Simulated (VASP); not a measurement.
Lu, 2 atoms in the cell. The structure is hexagonal, space group P6_3/mmc (No. 194). Conventional cell: a = 3.486 Å, b = 3.486 Å, c = 5.529 Å, α = 90.00°, β = 90.00°, γ = 120.00°. Within 4.5 Å of Lu (site symmetry -6m2) lie 12 Lu at 3.42 to 3.49 Å. 

```yaml
Program: VASP 6.6.1
Task: electric field gradients
Functional: PBEsol
Potentials_or_basis: VASP PAW PBE potentials, release 64 (Lu)
Cutoff: 520 eV
k_mesh: 13 × 13 × 8
Occupations: fermi-dirac, width 0.03 eV
Spin: no spin polarisation
Dipole_correction: no
Further_INCAR_settings: ALGO = Normal; EDIFF = 1e-08; NBANDS = 32
```

Potentials or basis: VASP PAW PBE potentials, release 64 (Lu).

Command:

```bash
$ cat potpaw_PBE.64/Lu/POTCAR > POTCAR
$ mpirun -np 1 vasp_std > vasp.out
```

Hardware: 1 thread of AMD EPYC 9R45 (Zen 5), on a shared host.

**Question.** Estimate the wall time of this run.

**Answer.** Wall time 2.2 min on 1 thread of AMD EPYC 9R45 (Zen 5), with other jobs on the host, peak memory 0.25 GiB. Counts: scf iterations 15, k points 105.
